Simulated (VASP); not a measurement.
# PbSe (Clausthalite) (Fm-3m) in VASP: a series of runs

PbSe (Clausthalite) is run at these levels: PBE; tasks: single point.

Everything below comes from runs of VASP 6.6.1. Logs are shortened: lines on timing, memory, paths and dates and some standing lists are left out, and cuts for length are marked.

### Step 1. The cell of the first run

The structure is cubic, space group Fm-3m (No. 225). The conventional cell has a = 6.140 Å, b = 6.140 Å, c = 6.140 Å, α = 90.00°, β = 90.00°, γ = 90.00°. Pb (site symmetry m-3m) has 6 Se at 3.07 Å within 4.0 Å. Within 4.0 Å of Se (site symmetry m-3m) lie 6 Pb at 3.07 Å.

### Step 2. Single point, PBE

Contents of INCAR:

```
SYSTEM = PbSe
ALGO = Normal
EDIFF = 1E-6
ENCUT = 500
GGA = PE
GGA_COMPAT = .False.
ISIF = 2
ISMEAR = 0
LASPH = .True.
LCHARG = .False.
LREAL = .False.
LWAVE = .False.
NBANDS = 17
NELM = 120
PREC = Accurate
SIGMA = 0.01
```

Contents of KPOINTS:

```
k-points
0
Gamma
  4 4 4
  0 0 0
```

Contents of POSCAR:

```
PbSe
1.0
    0.0000000000      3.0702092060      3.0702092060
    3.0702092060      0.0000000000      3.0702092060
    3.0702092060      3.0702092060      0.0000000000
Pb Se
1 1
Direct
    0.0000000000      0.0000000000      0.0000000000
    0.5000000000      0.5000000000      0.5000000000
```

Potentials or basis: VASP PAW PBE potentials, release 64 (Pb_d, Se).

Run with:

```
> cat potpaw_PBE.64/Pb_d/POTCAR potpaw_PBE.64/Se/POTCAR > POTCAR
> mpirun -np 1 vasp_std > vasp.out
```

OUTCAR:

```text
SYSTEM = PbSe
   EDIFF = 1E-6
   ENCUT = 500
   GGA = PE
   ISIF = 2
   ISMEAR = 0
   LASPH = .True.
   LREAL = .False.
   NELM = 120
   PREC = Accurate

 ion  position               nearest neighbor table
   1  0.000  0.000  0.000-   2 3.07   2 3.07   2 3.07   2 3.07   2 3.07   2 3.07
   2  0.500  0.500  0.500-   1 3.07   1 3.07   1 3.07   1 3.07   1 3.07   1 3.07

  LATTYP: Found a face centered cubic cell.
 ALAT       =     6.1404184120

  Lattice vectors:

 A1 = (   0.0000000000,   3.0702092060,   3.0702092060)
 A2 = (   3.0702092060,   0.0000000000,   3.0702092060)
 A3 = (   3.0702092060,   3.0702092060,   0.0000000000)

Analysis of symmetry for initial positions (statically):
=====================================================================
 Subroutine PRICEL returns:
 Original cell was already a primitive cell.

 Routine SETGRP: Setting up the symmetry group for a
 face centered cubic supercell.

 Subroutine GETGRP returns: Found 48 space group operations
 (whereof 48 operations were pure point group operations)
 out of a pool of 48 trial point group operations.

The static configuration has the point symmetry O_h .

Analysis of symmetry for dynamics (positions and initial velocities):
=====================================================================
 Subroutine PRICEL returns:
 Original cell was already a primitive cell.

 Routine SETGRP: Setting up the symmetry group for a
 face centered cubic supercell.

 Subroutine GETGRP returns: Found 48 space group operations
 (whereof 48 operations were pure point group operations)
 out of a pool of 48 trial point group operations.

The dynamic configuration has the point symmetry O_h .

 Subroutine INISYM returns: Found 48 space group operations
 (whereof 48 operations are pure point group operations),
 and found     1 'primitive' translations

----------------------------------------------------------------------------------------

                                     Primitive cell

  volume of cell :      57.8807

  direct lattice vectors                    reciprocal lattice vectors
     0.000000000  3.070209206  3.070209206    -0.162855352  0.162855352  0.162855352
     3.070209206  0.000000000  3.070209206     0.162855352 -0.162855352  0.162855352
     3.070209206  3.070209206  0.000000000     0.162855352  0.162855352 -0.162855352

  length of vectors
     4.341931498  4.341931498  4.341931498     0.282073743  0.282073743  0.282073743

  position of ions in fractional coordinates (direct lattice)
     0.000000000  0.000000000  0.000000000
     0.500000000  0.500000000  0.500000000

  ion indices of the primitive-cell ions
[... 58 lines left out ...]
   EDIFF  = 0.1E-05   stopping-criterion for ELM
   LREAL  =      F    real-space projection
   EDIFFG = 0.1E-04   stopping-criterion for IOM
   NSW    =      0    number of steps for IOM
   IBRION =     -1    ionic relax: 0-MD 1-quasi-New 2-CG
   NFREE  =      0    steps in history (QN), initial steepest desc. (CG)
   ISIF   =      2    stress and relaxation
   ISYM   =      2    0-nonsym 1-usesym 2-fastsym
   POTIM  = 0.5000    time-step for ionic-motion
   TEBEG  =    0.0;   TEEND  =   0.0 temperature during run
   PSTRESS=    0.0 pullay stress
   NELECT =      20.0000    total number of electrons
   NUPDOWN=      -1.0000    fix difference up-down
   EMIN   =  10.00;   EMAX   =-10.00  energy-range for DOS
   EFERMI =   0.00;   METHOD = LEGACY
   ISMEAR =     0;   SIGMA  =   0.01  broadening in eV -4-tet -1-fermi 0-gaus
   EFERMI_NEDOS =   21; number of points for ismear=-14 and -15
   IALGO  =     38    algorithm
   IMIX   =      4    mixing-type and parameters
     AMIX     =   0.40;   BMIX     =  1.00
     AMIX_MAG =   1.60;   BMIX_MAG =  1.00
  volume/ion in A,a.u.               =      28.94       195.30
  Fermi-wavevector in a.u.,A,eV,Ry     =   1.148789  2.170896 17.955822  1.319716
  Thomas-Fermi vector in A             =   2.285462
   LORBIT       =      0    0 simple, 1 ext, 2 COOP (PROOUT), +10 PAW based schemes
   GGA     = PE    functional components
   LHFCALC =     F    Hartree Fock is set to
   AEXX    =    0.0000 exact exchange contribution
   IVDW    =     0    specifies the selected vdW correction
   LEPSILON=     F    determine dielectric tensor
   LRPA    =     F    only Hartree local field effects (RPA)
 non-spin polarized calculation
 Gauss-broadening in eV      SIGMA  =   0.01
  energy-cutoff  :      500.00
  volume of cell :       57.88
 maximum number of plane-waves:      1480
   NGX = 15   NGY = 15   NGZ = 15

 number of electron      19.9999997 magnetization

 Free energy of the ion-electron system (eV)
  ---------------------------------------------------
  ext. energy  EPLUGINS =         0.00000000
  ---------------------------------------------------
  free energy    TOTEN  =        -8.17582658 eV

  energy without entropy =       -8.17582658  energy(sigma->0) =       -8.17582658

 E-fermi :   4.9936     XC(G=0):  -9.4904

 val. band max:        4.9424386167   @ k =   0.5000   0.0000   0.0000
 cond. band min:       5.2650445459   @ k =   0.5000   0.0000   0.0000
 fundamental gap:      0.3226059292
 Fermi energy:         4.9935790257

 k-point     1 :       0.0000    0.0000    0.0000
  band No.  band energies     occupation
      1     -11.8708      2.00000
      2     -11.8708      2.00000
      3     -11.8708      2.00000
      4     -11.8667      2.00000
      5     -11.8667      2.00000
      6      -8.5652      2.00000
[... 137 lines left out ...]
      4     -11.8588      2.00000
      5     -11.8278      2.00000
      6      -7.1360      2.00000
[... 9 lines left out ...]
     16      16.7093      0.00000
     17      17.5838      0.00000

------------------------ aborting loop because EDIFF is reached ----------------------------------------

  FORCE on cell =-STRESS in cart. coord.  units (eV):
  Direction    XX          YY          ZZ          XY          YZ          ZX
  --------------------------------------------------------------------------------------
  -------------------------------------------------------------------------------------
  Total        0.6851482      0.6851482      0.6851482      0.0000000     -0.0000000      0.0000000
  in kB       18.9653638     18.9653638     18.9653638      0.0000000     -0.0000000      0.0000000
  external PRESSURE =      18.9653638 kB  Pullay stress =       0.0000000 kB

 VOLUME and BASIS-vectors are now :
 -----------------------------------------------------------------------------
  energy-cutoff  :      500.00
  volume of cell :       57.88
      direct lattice vectors                 reciprocal lattice vectors
     0.000000000  3.070209206  3.070209206    -0.162855352  0.162855352  0.162855352
     3.070209206  0.000000000  3.070209206     0.162855352 -0.162855352  0.162855352
     3.070209206  3.070209206  0.000000000     0.162855352  0.162855352 -0.162855352

 POSITION                                       TOTAL-FORCE (eV/Angst)
 -----------------------------------------------------------------------------------
      0.00000      0.00000      0.00000         0.000000      0.000000      0.000000
      3.07021      3.07021      3.07021         0.000000     -0.000000      0.000000
 -----------------------------------------------------------------------------------
    total drift:                                0.000000     -0.000000     -0.000000

  FREE ENERGIE OF THE ION-ELECTRON SYSTEM (eV)
  ---------------------------------------------------
  free  energy   TOTEN  =        -8.1758265761 eV

  energy  without entropy=       -8.1758265761  energy(sigma->0) =       -8.17582658
```

It took 22 s on 1 thread of AMD EPYC 7R13, shared host; peak memory 0.14 GiB.

Results:

```
Free energy            : -8.1758 eV
Pressure               : 1.9 GPa
Band gap on the k mesh : 0.32 eV, direct
```

Caveat: the k points lie up to 0.44 Å⁻¹ apart; spin-orbit coupling is left out, which moves the levels of the heavy elements. A k mesh can miss the band edges.

### Step 3. Single point, PBE

This run uses another cell than the first one, of 29.99 Å³/atom, 1.036 times its volume.

Contents of INCAR:

```
SYSTEM = PbSe
ALGO     = Normal         ! electronic algorithm
EDIFF    = 1E-6           ! SCF threshold, eV
ENCUT    = 500            ! plane-wave cutoff, eV
GGA      = PE             ! functional
GGA_COMPAT= .FALSE.      
ISIF     = 2              ! what is computed and relaxed
ISMEAR   = 0              ! smearing method
LASPH    = .TRUE.         ! aspherical terms in the spheres
LCHARG   = .FALSE.        ! write CHGCAR
LREAL    = .FALSE.        ! projectors in reciprocal space
LWAVE    = .FALSE.        ! write WAVECAR
NBANDS   = 17             ! bands
NELM     = 120            ! most SCF steps
PREC     = Accurate       ! precision mode
SIGMA    = 0.01           ! smearing width, eV
```

Contents of KPOINTS:

```
k-points
0
G
  4 4 4
  0 0 0
```

Contents of POSCAR:

```
PbSe
1.0
    0.0000000000      3.1069141278      3.1069141278
    3.1069141278      0.0000000000      3.1069141278
    3.1069141278      3.1069141278      0.0000000000
Pb Se
1 1
Direct
    0.0000000000      0.0000000000      0.0000000000
    0.5000000000      0.5000000000      0.5000000000
```

Potentials or basis: VASP PAW PBE potentials, release 64 (Pb_d, Se).

Run with:

```
> cat potpaw_PBE.64/Pb_d/POTCAR potpaw_PBE.64/Se/POTCAR > POTCAR
> mpirun -np 1 vasp_std > vasp.out
```

OUTCAR:

```text
SYSTEM = PbSe
   EDIFF = 1E-6
   ENCUT = 500
   GGA = PE
   ISIF = 2
   ISMEAR = 0
   LASPH = .TRUE.
   LREAL = .FALSE.
   NELM = 120
   PREC = Accurate

 ion  position               nearest neighbor table
   1  0.000  0.000  0.000-   2 3.11   2 3.11   2 3.11   2 3.11   2 3.11   2 3.11
   2  0.500  0.500  0.500-   1 3.11   1 3.11   1 3.11   1 3.11   1 3.11   1 3.11

  LATTYP: Found a face centered cubic cell.
 ALAT       =     6.2138282556

  Lattice vectors:

 A1 = (   0.0000000000,   3.1069141278,   3.1069141278)
 A2 = (   3.1069141278,   0.0000000000,   3.1069141278)
 A3 = (   3.1069141278,   3.1069141278,   0.0000000000)

Analysis of symmetry for initial positions (statically):
=====================================================================
 Subroutine PRICEL returns:
 Original cell was already a primitive cell.

 Routine SETGRP: Setting up the symmetry group for a
 face centered cubic supercell.

 Subroutine GETGRP returns: Found 48 space group operations
 (whereof 48 operations were pure point group operations)
 out of a pool of 48 trial point group operations.

The static configuration has the point symmetry O_h .

[... 141 lines left out ...]
  energy without entropy =       -8.18899430  energy(sigma->0) =       -8.18899430

 E-fermi :   4.5753     XC(G=0):  -9.3269

 val. band max:        4.4878659154   @ k =   0.5000   0.0000   0.0000
 cond. band min:       4.9202068579   @ k =   0.5000   0.0000   0.0000
 fundamental gap:      0.4323409425
 Fermi energy:         4.5753164865

 k-point     1 :       0.0000    0.0000    0.0000
  band No.  band energies     occupation
      1     -12.2491      2.00000
      2     -12.2491      2.00000
      3     -12.2491      2.00000
      4     -12.2433      2.00000
      5     -12.2433      2.00000
      6      -8.7020      2.00000
[... 137 lines left out ...]
      4     -12.2385      2.00000
      5     -12.2118      2.00000
      6      -7.4029      2.00000
[... 9 lines left out ...]
     16      16.1268      0.00000
     17      16.9699      0.00000

------------------------ aborting loop because EDIFF is reached ----------------------------------------

  FORCE on cell =-STRESS in cart. coord.  units (eV):
  Direction    XX          YY          ZZ          XY          YZ          ZX
  --------------------------------------------------------------------------------------
  -------------------------------------------------------------------------------------
  Total        0.0290840      0.0290840      0.0290840      0.0000000      0.0000000     -0.0000000
  in kB        0.7768685      0.7768685      0.7768685      0.0000000      0.0000000     -0.0000000
  external PRESSURE =       0.7768685 kB  Pullay stress =       0.0000000 kB

 VOLUME and BASIS-vectors are now :
 -----------------------------------------------------------------------------
  energy-cutoff  :      500.00
  volume of cell :       59.98
      direct lattice vectors                 reciprocal lattice vectors
     0.000000000  3.106914128  3.106914128    -0.160931387  0.160931387  0.160931387
     3.106914128  0.000000000  3.106914128     0.160931387 -0.160931387  0.160931387
     3.106914128  3.106914128  0.000000000     0.160931387  0.160931387 -0.160931387

 POSITION                                       TOTAL-FORCE (eV/Angst)
 -----------------------------------------------------------------------------------
      0.00000      0.00000      0.00000         0.000000      0.000000     -0.000000
      3.10691      3.10691      3.10691        -0.000000     -0.000000      0.000000
 -----------------------------------------------------------------------------------
    total drift:                                0.000000     -0.000000     -0.000000

  FREE ENERGIE OF THE ION-ELECTRON SYSTEM (eV)
  ---------------------------------------------------
  free  energy   TOTEN  =        -8.1889943000 eV

  energy  without entropy=       -8.1889943000  energy(sigma->0) =       -8.18899430
```

stdout:

```text
POSCAR found type information on POSCAR PbSe
 POSCAR found :  2 types and       2 ions
 scaLAPACK will be used
 LDA part: xc-table for (Slater+PW92), standard interpolation
 POSCAR, INCAR and KPOINTS ok, starting setup
 FFT: planning ... GRIDC
 FFT: planning ... GRID_SOFT
 FFT: planning ... GRID
 WAVECAR not read
 entering main loop
```

Wall time 19 s (1 thread of AMD EPYC 7R13, shared host); peak memory 0.14 GiB.

What came out:

* Free energy: -8.1890 eV
* Pressure: 0.1 GPa
* Band gap on the k mesh: 0.43 eV, direct

Caveat: the k points lie up to 0.44 Å⁻¹ apart; spin-orbit coupling is left out, which moves the levels of the heavy elements. A k mesh can miss the band edges.
